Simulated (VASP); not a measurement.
# Cu in VASP: notebook

Cu is run at these levels: PBE; tasks: single point.

Program: VASP 6.6.1. These are calculated values, not measurements. Logs are shortened: lines on timing, memory, paths and dates and some standing lists are left out, and cuts for length are marked.

### 1 The cell of the first run

The cell holds a slab with vacuum, 5 atoms: a = 2.566 Å, b = 3.630 Å, c = 21.133 Å, α = 90.00°, β = 90.00°, γ = 90.00°.

### 2 Single point, PBE

File INCAR:

```
PREC = Accurate
ENCUT = 520
EDIFF = 1E-6
ISMEAR = -1
SIGMA = 0.05
LREAL = False
LASPH = True
NELM = 60
ALGO = Normal
ISIF = 2
LWAVE = False
LCHARG = False
LDIPOL = True
IDIPOL = 3
DIPOL = 0.5 0.5 0.500
GGA = PE
NBANDS = 36
```

File KPOINTS:

```
Automatic mesh
0
Gamma
  16 11 1
```

File POSCAR:

```
Cu
1.0
    2.5664536728      0.0000000000      0.0000000000
    0.0000000000      3.6295135912      0.0000000000
    0.0000000000      0.0000000000     21.1329000000
Cu
5
Direct
    0.0000000000      0.0000000000      0.3785564844
    0.5000000000      0.5000000000      0.4392782420
    0.0000000000      0.0000000000      0.5000000000
    0.5000000000      0.5000000000      0.5607217580
    0.0000000000      0.0000000000      0.6214435156
```

Potentials or basis: VASP PAW PBE potentials, release 64 (Cu).

Started as:

```console
> cat potpaw_PBE.64/Cu/POTCAR > POTCAR
> mpirun -np 1 vasp_std > vasp.out
```

OUTCAR:

```text
PREC = Accurate
   ENCUT = 520
   EDIFF = 1E-6
   ISMEAR = -1
   LREAL = False
   LASPH = True
   NELM = 60
   ISIF = 2
   GGA = PE

 ion  position               nearest neighbor table
   1  0.000  0.000  0.379-   2 2.57   2 2.57   2 2.57   2 2.57   3 2.57
   2  0.500  0.500  0.439-   1 2.57   1 2.57   1 2.57   1 2.57   3 2.57   3 2.57   3 2.57   3 2.57
                             4 2.57
   3  0.000  0.000  0.500-   1 2.57   5 2.57   4 2.57   2 2.57   2 2.57   4 2.57   2 2.57   4 2.57
                             2 2.57   4 2.57
   4  0.500  0.500  0.561-   5 2.57   5 2.57   5 2.57   5 2.57   3 2.57   3 2.57   3 2.57   3 2.57
                             2 2.57
   5  0.000  0.000  0.621-   4 2.57   4 2.57   4 2.57   4 2.57   3 2.57

  LATTYP: Found a simple orthorhombic cell.
 ALAT       =     2.5664536728
 B/A-ratio  =     1.4142135623
 C/A-ratio  =     8.2342807213

  Lattice vectors:

 A1 = (   2.5664536728,   0.0000000000,   0.0000000000)
 A2 = (   0.0000000000,   3.6295135912,   0.0000000000)
 A3 = (   0.0000000000,   0.0000000000,  21.1329000000)

Analysis of symmetry for initial positions (statically):
=====================================================================
 Subroutine PRICEL returns:
 Original cell was already a primitive cell.

 Routine SETGRP: Setting up the symmetry group for a
 simple orthorhombic supercell.

 Subroutine GETGRP returns: Found  8 space group operations
 (whereof  8 operations were pure point group operations)
 out of a pool of  8 trial point group operations.

The static configuration has the point symmetry D_2h.

Analysis of symmetry for dynamics (positions and initial velocities):
=====================================================================
 Subroutine PRICEL returns:
 Original cell was already a primitive cell.

 Routine SETGRP: Setting up the symmetry group for a
 simple orthorhombic supercell.

 Subroutine GETGRP returns: Found  8 space group operations
 (whereof  8 operations were pure point group operations)
 out of a pool of  8 trial point group operations.

The dynamic configuration has the point symmetry D_2h.

 Subroutine INISYM returns: Found  8 space group operations
 (whereof  8 operations are pure point group operations),
 and found     1 'primitive' translations

----------------------------------------------------------------------------------------

                                     Primitive cell

  volume of cell :     196.8525

  direct lattice vectors                    reciprocal lattice vectors
     2.566453673  0.000000000  0.000000000     0.389642724  0.000000000  0.000000000
     0.000000000  3.629513591  0.000000000     0.000000000  0.275519012  0.000000000
     0.000000000  0.000000000 21.132900000     0.000000000  0.000000000  0.047319582

  length of vectors
     2.566453673  3.629513591 21.132900000     0.389642724  0.275519012  0.047319582

  position of ions in fractional coordinates (direct lattice)
     0.000000000  0.000000000  0.378556484
     0.500000000  0.500000000  0.439278242
     0.000000000  0.000000000  0.500000000
     0.500000000  0.500000000  0.560721758
     0.000000000  0.000000000  0.621443516

  ion indices of the primitive-cell ions
   primitive index   ion index
                 1           1
                 2           2
                 3           3
                 4           4
                 5           5

----------------------------------------------------------------------------------------

 KPOINTS: Automatic mesh

Automatic generation of k-mesh.
 Grid dimensions read from file:
 generate k-points for:   16   11    1

 Generating k-lattice:

  Cartesian coordinates                     Fractional coordinates (reciprocal lattice)
     0.024352670  0.000000000  0.000000000     0.062500000  0.000000000  0.000000000
     0.000000000  0.025047183  0.000000000     0.000000000  0.090909091  0.000000000
     0.000000000  0.000000000  0.047319582     0.000000000  0.000000000  1.000000000

  Length of vectors
     0.024352670  0.025047183  0.047319582

  Shift w.r.t. Gamma in fractional coordinates (k-lattice)
     0.000000000  0.000000000  0.000000000

 Subroutine IBZKPT returns following result:
 ===========================================

 Found     54 irreducible k-points:

 Following reciprocal coordinates:
            Coordinates               Weight
  0.000000  0.000000  0.000000      1.000000
  0.062500  0.000000  0.000000      2.000000
  0.125000  0.000000  0.000000      2.000000
  0.187500  0.000000  0.000000      2.000000
  0.250000  0.000000  0.000000      2.000000
  0.312500  0.000000  0.000000      2.000000
[... 16 lines left out ...]
  0.250000  0.181818  0.000000      4.000000
  0.312500  0.181818  0.000000      4.000000
 [... further k-points ...]
   k-points           NKPTS =     54   k-points in BZ     NKDIM =     54   number of bands    NBANDS=     36
   number of dos      NEDOS =    301   number of ions     NIONS =      5
   total plane-waves  NPLWV =  89600
   dimension x,y,z NGX =    20 NGY =   28 NGZ =  160
   dimension x,y,z NGXF=    40 NGYF=   56 NGZF=  320
   ions per type =               5
   NGX,Y,Z   is equivalent  to a cutoff of  12.96, 12.83, 12.59 a.u.
   NGXF,Y,Z  is equivalent  to a cutoff of  25.91, 25.65, 25.17 a.u.
 SYSTEM =  unknown system
   PREC   = accura    normal or accurate (medium, high low for compatibility)
   ISTART =      0    job   : 0-new  1-cont  2-samecut
   ICHARG =      2    charge: 1-file 2-atom 10-const
   ISPIN  =      1    spin polarized calculation?
   LNONCOLLINEAR =      F non collinear calculations
   LSORBIT =      F    spin-orbit coupling
   LASPH  =      T    aspherical Exc in radial PAW
   ENCUT  =  520.0 eV  38.22 Ry    6.18 a.u.   4.77  6.75 39.29*2*pi/ulx,y,z
   NELM   =     60;   NELMIN=  2; NELMDL= -5     # of ELM steps
   EDIFF  = 0.1E-05   stopping-criterion for ELM
   LREAL  =      F    real-space projection
   EDIFFG = 0.1E-04   stopping-criterion for IOM
   NSW    =      0    number of steps for IOM
   IBRION =     -1    ionic relax: 0-MD 1-quasi-New 2-CG
   NFREE  =      0    steps in history (QN), initial steepest desc. (CG)
   ISIF   =      2    stress and relaxation
   ISYM   =      2    0-nonsym 1-usesym 2-fastsym
   POTIM  = 0.5000    time-step for ionic-motion
   TEBEG  =    0.0;   TEEND  =   0.0 temperature during run
   PSTRESS=    0.0 pullay stress
   NELECT =      55.0000    total number of electrons
   NUPDOWN=      -1.0000    fix difference up-down
   EMIN   =  10.00;   EMAX   =-10.00  energy-range for DOS
   EFERMI =   0.00;   METHOD = LEGACY
   ISMEAR =    -1;   SIGMA  =   0.05  broadening in eV -4-tet -1-fermi 0-gaus
   EFERMI_NEDOS =   21; number of points for ismear=-14 and -15
   IALGO  =     38    algorithm
   IMIX   =      4    mixing-type and parameters
     AMIX     =   0.40;   BMIX     =  1.00
     AMIX_MAG =   1.60;   BMIX_MAG =  1.00
  volume/ion in A,a.u.               =      39.37       265.69
  Fermi-wavevector in a.u.,A,eV,Ry     =   1.070242  2.022465 15.584363  1.145418
  Thomas-Fermi vector in A             =   2.205946
   LORBIT       =      0    0 simple, 1 ext, 2 COOP (PROOUT), +10 PAW based schemes
   GGA     = PE    functional components
   LHFCALC =     F    Hartree Fock is set to
   AEXX    =    0.0000 exact exchange contribution
   IVDW    =     0    specifies the selected vdW correction
   LEPSILON=     F    determine dielectric tensor
   LRPA    =     F    only Hartree local field effects (RPA)
 non-spin polarized calculation
  energy-cutoff  :      520.00
  volume of cell :      196.85
 maximum number of plane-waves:      5342
 NGX is ok and might be reduce to    20
   NGX =  9   NGY = 13   NGZ = 79

 dipolmoment           0.000000      0.000000     -0.000000 electrons x Angstroem

 number of electron      54.9999944 magnetization

 dipolmoment           0.000000      0.000000      0.000000 electrons x Angstroem

 Free energy of the ion-electron system (eV)
  ---------------------------------------------------
  ext. energy  EPLUGINS =         0.00000000
  ---------------------------------------------------
  free energy    TOTEN  =       -16.82901882 eV

  energy without entropy =      -16.81517854  energy(sigma->0) =      -16.82209868

 E-fermi :  -0.7124     XC(G=0):  -4.7973

 val. band max:       -0.7138072992   @ k =   0.5000   0.1818   0.0000
 cond. band min:      -0.7062894452   @ k =   0.5000   0.0000   0.0000
 fundamental gap:      0.0075178539
 Fermi energy:        -0.7123685549

 k-point     1 :       0.0000    0.0000    0.0000
  band No.  band energies     occupation
      1      -9.1959      2.00000
      2      -7.1790      2.00000
      3      -5.2384      2.00000
      4      -5.0487      2.00000
      5      -4.5934      2.00000
      6      -4.5259      2.00000
[... 28 lines left out ...]
     35       5.1596      0.00000
     36       5.5307      0.00000

 k-point     2 :       0.0625    0.0000    0.0000
  band No.  band energies     occupation
      1      -9.1031      2.00000
      2      -7.0943      2.00000
      3      -5.2019      2.00000
      4      -4.9927      2.00000
      5      -4.5511      2.00000
      6      -4.4748      2.00000
[... 28 lines left out ...]
     35       5.2515      0.00000
     36       5.6188      0.00000

 k-point     3 :       0.1250    0.0000    0.0000
  band No.  band energies     occupation
      1      -8.8280      2.00000
      2      -6.8482      2.00000
      3      -5.1092      2.00000
      4      -4.8411      2.00000
      5      -4.4344      2.00000
      6      -4.3528      2.00000
[... 28 lines left out ...]
     35       5.5239      0.00000
     36       5.8803      0.00000

 k-point     4 :       0.1875    0.0000    0.0000
  band No.  band energies     occupation
      1      -8.3804      2.00000
      2      -6.4694      2.00000
      3      -5.0009      2.00000
      4      -4.6392      2.00000
      5      -4.3192      2.00000
      6      -4.2826      2.00000
[... 28 lines left out ...]
     35       5.9580      0.00000
     36       6.3014      0.00000

 k-point     5 :       0.2500    0.0000    0.0000
  band No.  band energies     occupation
      1      -7.7805      2.00000
      2      -6.0239      2.00000
      3      -4.9268      2.00000
      4      -4.4423      2.00000
      5      -4.4403      2.00000
      6      -4.4372      2.00000
[... 655 lines left out ...]
 k-point    22 :       0.1875    0.1818    0.0000
  band No.  band energies     occupation
      1      -8.0162      2.00000
      2      -6.1775      2.00000
      3      -4.9076      2.00000
      4      -4.6845      2.00000
      5      -4.4172      2.00000
      6      -4.3930      2.00000
[... 28 lines left out ...]
     35       5.7208      0.00000
     36       6.6868      0.00000

 k-point    23 :       0.2500    0.1818    0.0000
  band No.  band energies     occupation
      1      -7.4395      2.00000
      2      -5.7482      2.00000
      3      -4.8044      2.00000
      4      -4.5411      2.00000
      5      -4.4522      2.00000
      6      -4.3835      2.00000
[... 28 lines left out ...]
     35       6.1687      0.00000
     36       6.4256      0.00000

 k-point    24 :       0.3125    0.1818    0.0000
  band No.  band energies     occupation
      1      -6.7691      2.00000
      2      -5.3842      2.00000
      3      -4.7777      2.00000
      4      -4.5981      2.00000
      5      -4.5731      2.00000
      6      -4.3781      2.00000
[... 28 lines left out ...]
     35       6.2648      0.00000
     36       6.4868      0.00000

 [... further k-points ...]

------------------------ aborting loop because EDIFF is reached ----------------------------------------

 vacuum level on the upper side and lower side of the slab       (xc-potential included)        -0.109        -0.109

  FORCE on cell =-STRESS in cart. coord.  units (eV):
  Direction    XX          YY          ZZ          XY          YZ          ZX
  --------------------------------------------------------------------------------------
  -------------------------------------------------------------------------------------
  Total       -2.0502496     -2.4226781     -0.9890478      0.0000000      0.0000000      0.0000000
  in kB      -16.6869266    -19.7181123     -8.0498337      0.0000000      0.0000000      0.0000000
  external PRESSURE =     -14.8182909 kB  Pullay stress =       0.0000000 kB

 VOLUME and BASIS-vectors are now :
 -----------------------------------------------------------------------------
  energy-cutoff  :      520.00
  volume of cell :      196.85
      direct lattice vectors                 reciprocal lattice vectors
     2.566453673  0.000000000  0.000000000     0.389642724  0.000000000  0.000000000
     0.000000000  3.629513591  0.000000000     0.000000000  0.275519012  0.000000000
     0.000000000  0.000000000 21.132900000     0.000000000  0.000000000  0.047319582

 POSITION                                       TOTAL-FORCE (eV/Angst)
 -----------------------------------------------------------------------------------
      0.00000      0.00000      8.00000         0.000000      0.000000      0.360140
      1.28323      1.81476      9.28322         0.000000      0.000000     -0.350819
      0.00000      0.00000     10.56645         0.000000      0.000000      0.000000
      1.28323      1.81476     11.84968         0.000000      0.000000      0.350819
      0.00000      0.00000     13.13290         0.000000      0.000000     -0.360140
 -----------------------------------------------------------------------------------
    total drift:                               -0.000000      0.000000     -0.000000

  FREE ENERGIE OF THE ION-ELECTRON SYSTEM (eV)
  ---------------------------------------------------
  free  energy   TOTEN  =       -16.8290188180 eV

  energy  without entropy=      -16.8151785437  energy(sigma->0) =      -16.82209868

 vacuum level on the upper side and lower side of the slab         3.536         3.536
```

Run time: 4.2 min. Hardware: 1 thread of AMD EPYC 9R45 (Zen 5), shared host; peak memory 0.41 GiB.

Results:

- Free energy: -16.8290 eV
- Largest force: 0.360 eV/Å

Forces in eV/Å, atoms in the order of the input:
```
Cu   0.000  0.000  0.360
Cu   0.000  0.000 -0.351
Cu   0.000  0.000  0.000
Cu   0.000  0.000  0.351
Cu   0.000  0.000 -0.360
```

### 3 Single point, PBE

File INCAR:

```
  PREC = Accurate
  ENCUT = 520
  EDIFF = 1E-6
  ISMEAR = -1
  SIGMA = 0.05
  LREAL = False
  LASPH = True
  NELM = 100
  ALGO = Normal
  ISIF = 2
  LWAVE = False
  LCHARG = False
  LDIPOL = True
  IDIPOL = 3
  DIPOL = 0.5 0.5 0.500
  GGA = PE
  NBANDS = 36
```

File KPOINTS:

```
regular mesh
0
Gamma
  16 11 1
```

File POSCAR:

```
Cu
1.0
    2.5664536728      0.0000000000      0.0000000000
    0.0000000000      3.6295135912      0.0000000000
    0.0000000000      0.0000000000     21.1329000000
Cu
5
Direct
    0.0000000000      0.0000000000      0.3825828970
    0.5000000000      0.5000000000      0.4376865925
    0.0000000000      0.0000000000      0.4999999999
    0.5000000000      0.5000000000      0.5623134078
    0.0000000000      0.0000000000      0.6174171029
```

Potentials or basis: VASP PAW PBE potentials, release 64 (Cu).

Started as:

```console
> cat potpaw_PBE.64/Cu/POTCAR > POTCAR
> mpirun -np 1 vasp_std > vasp.out
```

OUTCAR:

```text
PREC = Accurate
   ENCUT = 520
   EDIFF = 1E-6
   ISMEAR = -1
   LREAL = False
   LASPH = True
   NELM = 100
   ISIF = 2
   GGA = PE

 ion  position               nearest neighbor table
   1  0.000  0.000  0.383-   3 2.48   2 2.51   2 2.51   2 2.51   2 2.51
   2  0.500  0.500  0.438-   1 2.51   1 2.51   1 2.51   1 2.51   3 2.58   3 2.58   3 2.58   3 2.58
                             4 2.63
   3  0.000  0.000  0.500-   1 2.48   5 2.48   2 2.58   2 2.58   2 2.58   2 2.58   4 2.58   4 2.58
                             4 2.58   4 2.58
   4  0.500  0.500  0.562-   5 2.51   5 2.51   5 2.51   5 2.51   3 2.58   3 2.58   3 2.58   3 2.58
                             2 2.63
   5  0.000  0.000  0.617-   3 2.48   4 2.51   4 2.51   4 2.51   4 2.51

  LATTYP: Found a simple orthorhombic cell.
 ALAT       =     2.5664536728
 B/A-ratio  =     1.4142135623
 C/A-ratio  =     8.2342807213

  Lattice vectors:

 A1 = (   2.5664536728,   0.0000000000,   0.0000000000)
 A2 = (   0.0000000000,   3.6295135912,   0.0000000000)
 A3 = (   0.0000000000,   0.0000000000,  21.1329000000)

Analysis of symmetry for initial positions (statically):
=====================================================================
 Subroutine PRICEL returns:
 Original cell was already a primitive cell.

[... 188 lines left out ...]
      3      -5.2942      2.00000
      4      -5.0890      2.00000
      5      -4.6682      2.00000
      6      -4.6407      2.00000
[... 925 lines left out ...]
     35       6.3027      0.00000
     36       6.4815      0.00000

 [... further k-points ...]

------------------------ aborting loop because EDIFF is reached ----------------------------------------

 vacuum level on the upper side and lower side of the slab       (xc-potential included)        -0.105        -0.105

  FORCE on cell =-STRESS in cart. coord.  units (eV):
  Direction    XX          YY          ZZ          XY          YZ          ZX
  --------------------------------------------------------------------------------------
  -------------------------------------------------------------------------------------
  Total       -1.3796174     -1.3232402      0.1618273      0.0000000      0.0000000      0.0000000
  in kB      -11.2286695    -10.7698169      1.3171083      0.0000000      0.0000000      0.0000000
  external PRESSURE =      -6.8937927 kB  Pullay stress =       0.0000000 kB

 VOLUME and BASIS-vectors are now :
 -----------------------------------------------------------------------------
  energy-cutoff  :      520.00
  volume of cell :      196.85
      direct lattice vectors                 reciprocal lattice vectors
     2.566453673  0.000000000  0.000000000     0.389642724  0.000000000  0.000000000
     0.000000000  3.629513591  0.000000000     0.000000000  0.275519012  0.000000000
     0.000000000  0.000000000 21.132900000     0.000000000  0.000000000  0.047319582

 POSITION                                       TOTAL-FORCE (eV/Angst)
 -----------------------------------------------------------------------------------
      0.00000      0.00000      8.08509         0.000000     -0.000000     -0.037326
      1.28323      1.81476      9.24959         0.000000      0.000000     -0.003714
      0.00000      0.00000     10.56645         0.000000      0.000000      0.000000
      1.28323      1.81476     11.88331         0.000000      0.000000      0.003714
      0.00000      0.00000     13.04781         0.000000      0.000000      0.037326
 -----------------------------------------------------------------------------------
    total drift:                               -0.000000      0.000000     -0.000002

  FREE ENERGIE OF THE ION-ELECTRON SYSTEM (eV)
  ---------------------------------------------------
  free  energy   TOTEN  =       -16.8695827514 eV

  energy  without entropy=      -16.8515803204  energy(sigma->0) =      -16.86058154

 vacuum level on the upper side and lower side of the slab         3.554         3.554
```

Wall time 3.9 min (1 thread of AMD EPYC 9R45 (Zen 5), shared host); peak memory 0.42 GiB.

Results:

```
Free energy   : -16.8696 eV
Largest force : 0.037 eV/Å
```

Forces in eV/Å, atoms in the order of the input:
```
Cu   0.000  0.000 -0.037
Cu   0.000  0.000 -0.004
Cu   0.000  0.000  0.000
Cu   0.000  0.000  0.004
Cu   0.000  0.000  0.037
```
